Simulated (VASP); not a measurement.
**LiGa: single point with LDA**

LiGa:

```xyz
4
Lattice="0.0000 3.0275 3.0275 3.0275 0.0000 3.0275 3.0275 3.0275 0.0000" Properties=species:S:1:pos:R:3 pbc="T T T"
Li    0.0000    0.0000    0.0000
Li    1.5138    1.5138    1.5138
Ga    3.0275    3.0275    3.0275
Ga    4.5413    4.5413    4.5413
```

| Property | Result |
| --- | --- |
| Program | VASP 6.6.1 |
| Task | single point |
| Functional | LDA |
| Potentials or basis | VASP PAW LDA potentials, release 64 (Li_sv, Ga_d) |
| Cutoff | 520 eV |
| k mesh | 12 × 12 × 12 |
| Occupations | fermi-dirac, width 0.15 eV |
| Spin | no spin polarisation |

```yaml
Band_gap_on_the_k_mesh: zero (band 16 reaches 6.35 eV, above the bottom of band 17 at 5.96 eV)
```

Levels at points of the mesh, in eV from the Fermi level:
```csv
k point,band 13,band 14,band 15,band 16,band 17,band 18,band 19,band 20
"(0.00, 0.00, 0.00)",-10.82,0.54,0.54,0.54,0.96,1.04,1.04,1.04
"(0.50, 0.00, 0.00)",-9.09,-6.50,-1.06,-1.06,0.15,0.90,0.90,5.29
"(0.50, 0.50, 0.00)",-7.46,-7.46,-3.46,-3.46,0.15,0.15,7.80,7.80
```

Run time: 120 s on 1 thread of Oxide Virtual Turin-like Processor, with other jobs on the host, peak memory 0.17 GiB.
